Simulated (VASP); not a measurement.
Input of a VASP 6.6.1 run:

INCAR

```
  PREC = Accurate
  ENCUT = 500
  EDIFF = 1E-7
  ISMEAR = 0
  SIGMA = 0.2
  LREAL = F
  LASPH = T
  NELM = 120
  ALGO = Normal
  ISIF = 3
  LWAVE = F
  LCHARG = F
  GGA = PE
  IBRION = 2
  NSW = 36
  EDIFFG = -0.08
  GGA_COMPAT = F
  NELMIN = 4
```

KPOINTS

```
regular mesh
0
Gamma
  5 5 3
```

POSCAR

```
Si2B3
1.0
    3.4500000000      0.0000000000      0.0000000000
   -1.7250000000      2.9877876400      0.0000000000
    0.0000000000      0.0000000000      4.9500000000
Si B
2 3
Direct
    0.6666666700      0.3333333300      0.8510000000
    0.3333333300      0.6666666700      0.1490000000
    0.0000000000      0.0000000000      0.0000000000
    0.3333333300      0.6666666700      0.6480000000
    0.6666666700      0.3333333300      0.3520000000
```

Potentials or basis: VASP PAW PBE potentials, release 64 (Si, B).

Command:

```sh
$ cat potpaw_PBE.64/Si/POTCAR potpaw_PBE.64/B/POTCAR > POTCAR
$ mpirun -np 1 vasp_std > vasp.out
```

(1) Estimate the relaxed cell.

(2) What does it give for the space group after relaxing (to 0.1 Å)?

## Answers

(1) a = 3.075 Å, b = 3.075 Å, c = 5.763 Å, α = 90.00°, β = 90.00°, γ = 120.00°.

(2) P-3m1 (No. 164).

Caveat: a cell axis changed by over 15 % at a fixed basis, so the end point is rough.
